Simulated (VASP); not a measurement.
# GaN (f.blda) (F-43m) in VASP: single point with LDA

Aim: the single point of GaN (f.blda) with LDA.

All numbers are computed with VASP 6.6.1; they aren't measurements. Logs are shortened: lines on timing, memory, paths and dates and some standing lists are left out, and cuts for length are marked.

**1. The cell of the first run**

The structure is cubic, space group F-43m (No. 216). Conventional cell: a = 4.455 Å, b = 4.455 Å, c = 4.455 Å, α = 90.00°, β = 90.00°, γ = 90.00°. Ga (site symmetry -43m) has 4 N at 1.93 Å within 2.6 Å. Within 2.6 Å of N (site symmetry -43m) lie 4 Ga at 1.93 Å.

**2. Single point, LDA**

INCAR reads:

```
SYSTEM = GaN
PREC = Accurate
ENCUT = 600
EDIFF = 1E-6
ISMEAR = 0
SIGMA = 0.02
LREAL = .FALSE.
LASPH = .TRUE.
NELM = 120
ALGO = Normal
ISIF = 2
LWAVE = .FALSE.
LCHARG = .TRUE.
GGA = CA
LELF = .TRUE.
LVHAR = .TRUE.
NBANDS = 16
GGA_COMPAT = .FALSE.
```

KPOINTS reads:

```
Automatic mesh
0
G
  10 10 10
  0 0 0
```

POSCAR reads:

```
GaN
1.0
    0.0000000000      2.2276018791      2.2276018791
    2.2276018791      0.0000000000      2.2276018791
    2.2276018791      2.2276018791      0.0000000000
Ga N
1 1
Direct
    0.0000000000      0.0000000000      0.0000000000
    0.2500000000      0.2500000000      0.2500000000
```

Potentials or basis: VASP PAW LDA potentials, release 64 (Ga_d, N).

Started as:

```
$ cat potpaw_LDA.64/Ga_d/POTCAR potpaw_LDA.64/N/POTCAR > POTCAR
$ mpirun -np 1 vasp_std > vasp.out
```

OUTCAR:

```text
SYSTEM = GaN
   PREC = Accurate
   ENCUT = 600
   EDIFF = 1E-6
   ISMEAR = 0
   LREAL = .FALSE.
   LASPH = .TRUE.
   NELM = 120
   ISIF = 2
   GGA = CA

 ion  position               nearest neighbor table
   1  0.000  0.000  0.000-   2 1.93   2 1.93   2 1.93   2 1.93
   2  0.250  0.250  0.250-   1 1.93   1 1.93   1 1.93   1 1.93

  LATTYP: Found a face centered cubic cell.
 ALAT       =     4.4552037582

  Lattice vectors:

 A1 = (   0.0000000000,   2.2276018791,   2.2276018791)
 A2 = (   2.2276018791,   0.0000000000,   2.2276018791)
 A3 = (   2.2276018791,   2.2276018791,   0.0000000000)

Analysis of symmetry for initial positions (statically):
=====================================================================
 Subroutine PRICEL returns:
 Original cell was already a primitive cell.

 Routine SETGRP: Setting up the symmetry group for a
 face centered cubic supercell.

 Subroutine GETGRP returns: Found 24 space group operations
 (whereof 24 operations were pure point group operations)
 out of a pool of 48 trial point group operations.

The static configuration has the point symmetry T_d .

Analysis of symmetry for dynamics (positions and initial velocities):
=====================================================================
 Subroutine PRICEL returns:
 Original cell was already a primitive cell.

 Routine SETGRP: Setting up the symmetry group for a
 face centered cubic supercell.

 Subroutine GETGRP returns: Found 24 space group operations
 (whereof 24 operations were pure point group operations)
 out of a pool of 48 trial point group operations.

The dynamic configuration has the point symmetry T_d .

 Subroutine INISYM returns: Found 24 space group operations
 (whereof 24 operations are pure point group operations),
 and found     1 'primitive' translations

----------------------------------------------------------------------------------------

                                     Primitive cell

  volume of cell :      22.1077

  direct lattice vectors                    reciprocal lattice vectors
     0.000000000  2.227601879  2.227601879    -0.224456625  0.224456625  0.224456625
     2.227601879  0.000000000  2.227601879     0.224456625 -0.224456625  0.224456625
     2.227601879  2.227601879  0.000000000     0.224456625  0.224456625 -0.224456625

  length of vectors
     3.150304789  3.150304789  3.150304789     0.388770279  0.388770279  0.388770279

  position of ions in fractional coordinates (direct lattice)
     0.000000000  0.000000000  0.000000000
     0.250000000  0.250000000  0.250000000

  ion indices of the primitive-cell ions
   primitive index   ion index
                 1           1
                 2           2

----------------------------------------------------------------------------------------

 KPOINTS: Automatic mesh

Automatic generation of k-mesh.
 Grid dimensions read from file:
 generate k-points for:   10   10   10

 Generating k-lattice:

  Cartesian coordinates                     Fractional coordinates (reciprocal lattice)
    -0.022445663  0.022445663  0.022445663     0.100000000  0.000000000  0.000000000
     0.022445663 -0.022445663  0.022445663     0.000000000  0.100000000  0.000000000
     0.022445663  0.022445663 -0.022445663     0.000000000  0.000000000  0.100000000

  Length of vectors
     0.038877028  0.038877028  0.038877028

  Shift w.r.t. Gamma in fractional coordinates (k-lattice)
     0.000000000  0.000000000  0.000000000

 Subroutine IBZKPT returns following result:
 ===========================================

 Found     47 irreducible k-points:

 Following reciprocal coordinates:
            Coordinates               Weight
  0.000000  0.000000  0.000000      1.000000
  0.100000  0.000000  0.000000      8.000000
  0.200000  0.000000  0.000000      8.000000
  0.300000  0.000000  0.000000      8.000000
  0.400000  0.000000  0.000000      8.000000
  0.500000  0.000000  0.000000      4.000000
[... 16 lines left out ...]
  0.300000  0.300000  0.000000      6.000000
  0.400000  0.300000  0.000000     24.000000
 [... further k-points ...]
   k-points           NKPTS =     47   k-points in BZ     NKDIM =     47   number of bands    NBANDS=     16
   number of dos      NEDOS =    301   number of ions     NIONS =      2
   total plane-waves  NPLWV =  21952
   dimension x,y,z NGX =    28 NGY =   28 NGZ =   28
   dimension x,y,z NGXF=    56 NGYF=   56 NGZF=   56
   ions per type =               1   1
   NGX,Y,Z   is equivalent  to a cutoff of  14.78, 14.78, 14.78 a.u.
   NGXF,Y,Z  is equivalent  to a cutoff of  29.55, 29.55, 29.55 a.u.
 SYSTEM =  GaN
   PREC   = accura    normal or accurate (medium, high low for compatibility)
   ISTART =      0    job   : 0-new  1-cont  2-samecut
   ICHARG =      2    charge: 1-file 2-atom 10-const
   ISPIN  =      1    spin polarized calculation?
   LNONCOLLINEAR =      F non collinear calculations
   LSORBIT =      F    spin-orbit coupling
   LASPH  =      T    aspherical Exc in radial PAW
   ENCUT  =  600.0 eV  44.10 Ry    6.64 a.u.   6.29  6.29  6.29*2*pi/ulx,y,z
   NELM   =    120;   NELMIN=  2; NELMDL= -5     # of ELM steps
   EDIFF  = 0.1E-05   stopping-criterion for ELM
   LREAL  =      F    real-space projection
   EDIFFG = 0.1E-04   stopping-criterion for IOM
   NSW    =      0    number of steps for IOM
   IBRION =     -1    ionic relax: 0-MD 1-quasi-New 2-CG
   NFREE  =      0    steps in history (QN), initial steepest desc. (CG)
   ISIF   =      2    stress and relaxation
   ISYM   =      2    0-nonsym 1-usesym 2-fastsym
   POTIM  = 0.5000    time-step for ionic-motion
   TEBEG  =    0.0;   TEEND  =   0.0 temperature during run
   PSTRESS=    0.0 pullay stress
   NELECT =      18.0000    total number of electrons
   NUPDOWN=      -1.0000    fix difference up-down
   EMIN   =  10.00;   EMAX   =-10.00  energy-range for DOS
   EFERMI =   0.00;   METHOD = LEGACY
   ISMEAR =     0;   SIGMA  =   0.02  broadening in eV -4-tet -1-fermi 0-gaus
   EFERMI_NEDOS =   21; number of points for ismear=-14 and -15
   IALGO  =     38    algorithm
   IMIX   =      4    mixing-type and parameters
     AMIX     =   0.40;   BMIX     =  1.00
     AMIX_MAG =   1.60;   BMIX_MAG =  1.00
  volume/ion in A,a.u.               =      11.05        74.59
  Fermi-wavevector in a.u.,A,eV,Ry     =   1.528685  2.888796 31.795166  2.336879
  Thomas-Fermi vector in A             =   2.636410
   LORBIT       =      0    0 simple, 1 ext, 2 COOP (PROOUT), +10 PAW based schemes
   GGA     = CA    functional components
   LHFCALC =     F    Hartree Fock is set to
   AEXX    =    0.0000 exact exchange contribution
   IVDW    =     0    specifies the selected vdW correction
   LEPSILON=     F    determine dielectric tensor
   LRPA    =     F    only Hartree local field effects (RPA)
 non-spin polarized calculation
 Gauss-broadening in eV      SIGMA  =   0.02
  energy-cutoff  :      600.00
  volume of cell :       22.11
 maximum number of plane-waves:       754
 NGX is ok and might be reduce to    28
   NGX = 13   NGY = 13   NGZ = 13

 number of electron      18.0000001 magnetization

 Free energy of the ion-electron system (eV)
  ---------------------------------------------------
  ext. energy  EPLUGINS =         0.00000000
  ---------------------------------------------------
  free energy    TOTEN  =       -13.94407994 eV

  energy without entropy =      -13.94407994  energy(sigma->0) =      -13.94407994

 E-fermi :   5.6264     XC(G=0): -12.3044

 val. band max:        5.4205460218   @ k =   0.0000   0.0000   0.0000
 cond. band min:       7.3933724842   @ k =   0.0000   0.0000   0.0000
 fundamental gap:      1.9728264624
 Fermi energy:         5.6263905522

 k-point     1 :       0.0000    0.0000    0.0000
  band No.  band energies     occupation
      1     -10.6886      2.00000
      2      -8.1706      2.00000
      3      -8.1706      2.00000
      4      -8.1706      2.00000
      5      -7.8162      2.00000
      6      -7.8162      2.00000
[... 8 lines left out ...]
     15      24.3643      0.00000
     16      24.3643      0.00000

 k-point     2 :       0.1000    0.0000    0.0000
  band No.  band energies     occupation
      1     -10.5689      2.00000
      2      -8.1556      2.00000
      3      -8.1556      2.00000
      4      -8.1327      2.00000
      5      -7.8177      2.00000
      6      -7.8177      2.00000
[... 8 lines left out ...]
     15      23.0823      0.00000
     16      23.0823      0.00000

 k-point     3 :       0.2000    0.0000    0.0000
  band No.  band energies     occupation
      1     -10.2671      2.00000
      2      -8.1207      2.00000
      3      -8.1207      2.00000
      4      -7.9667      2.00000
      5      -7.8166      2.00000
      6      -7.8166      2.00000
[... 8 lines left out ...]
     15      22.3070      0.00000
     16      22.3070      0.00000

 k-point     4 :       0.3000    0.0000    0.0000
  band No.  band energies     occupation
      1      -9.9491      2.00000
      2      -8.0899      2.00000
      3      -8.0899      2.00000
      4      -7.8017      2.00000
      5      -7.8017      2.00000
      6      -7.5414      2.00000
[... 8 lines left out ...]
     15      22.8156      0.00000
     16      22.8156      0.00000
[... 324 lines left out ...]
 k-point    22 :      -0.2000    0.2000    0.0000
  band No.  band energies     occupation
      1      -9.8516      2.00000
      2      -8.0731      2.00000
      3      -8.0554      2.00000
      4      -7.8417      2.00000
      5      -7.8355      2.00000
      6      -7.3453      2.00000
[... 8 lines left out ...]
     15      22.9205      0.00000
     16      26.2130      0.00000

 k-point    23 :       0.3000    0.3000    0.0000
  band No.  band energies     occupation
      1      -9.7602      2.00000
      2      -8.0177      2.00000
      3      -7.9607      2.00000
      4      -7.9607      2.00000
      5      -7.7605      2.00000
      6      -7.3295      2.00000
[... 8 lines left out ...]
     15      27.7341      0.00000
     16      28.3223      0.00000

 k-point    24 :       0.4000    0.3000    0.0000
  band No.  band energies     occupation
      1      -9.6405      2.00000
      2      -8.0361      2.00000
      3      -7.9234      2.00000
      4      -7.9221      2.00000
      5      -7.7493      2.00000
      6      -6.8247      2.00000
[... 8 lines left out ...]
     15      28.1237      0.00000
     16      28.1582      0.00000

 [... further k-points ...]

------------------------ aborting loop because EDIFF is reached ----------------------------------------

  FORCE on cell =-STRESS in cart. coord.  units (eV):
  Direction    XX          YY          ZZ          XY          YZ          ZX
  --------------------------------------------------------------------------------------
  -------------------------------------------------------------------------------------
  Total        0.1439297      0.1439297      0.1439297     -0.0000000     -0.0000000     -0.0000000
  in kB       10.4308133     10.4308133     10.4308133     -0.0000000     -0.0000000     -0.0000000
  external PRESSURE =      10.4308133 kB  Pullay stress =       0.0000000 kB

 VOLUME and BASIS-vectors are now :
 -----------------------------------------------------------------------------
  energy-cutoff  :      600.00
  volume of cell :       22.11
      direct lattice vectors                 reciprocal lattice vectors
     0.000000000  2.227601879  2.227601879    -0.224456625  0.224456625  0.224456625
     2.227601879  0.000000000  2.227601879     0.224456625 -0.224456625  0.224456625
     2.227601879  2.227601879  0.000000000     0.224456625  0.224456625 -0.224456625

 POSITION                                       TOTAL-FORCE (eV/Angst)
 -----------------------------------------------------------------------------------
      0.00000      0.00000      0.00000        -0.000000     -0.000000     -0.000000
      1.11380      1.11380      1.11380         0.000000      0.000000      0.000000
 -----------------------------------------------------------------------------------
    total drift:                               -0.000000     -0.000000      0.000000

  FREE ENERGIE OF THE ION-ELECTRON SYSTEM (eV)
  ---------------------------------------------------
  free  energy   TOTEN  =       -13.9440799433 eV

  energy  without entropy=      -13.9440799433  energy(sigma->0) =      -13.94407994
```

Wall time 45 s (1 thread of AMD EPYC 7R43 (Zen 3), shared host); peak memory 0.12 GiB.

Results:

```
Free energy            : -13.9441 eV
Pressure               : 1.0 GPa
Band gap on the k mesh : 1.97 eV, direct
```

Levels at points of the mesh, in eV from the valence-band top:
```
           k point  band 7  band 8  band 9  band 10  band 11  band 12
(0.00, 0.00, 0.00)    0.00    0.00    0.00     1.97    10.33    10.33
(0.50, 0.00, 0.00)   -7.35   -1.02   -1.02     4.78     8.77    10.38
(0.50, 0.50, 0.00)   -6.35   -2.86   -2.86     3.26     6.69    11.75
```

A hybrid or GW would open this gap; LDA tends to underestimate it.
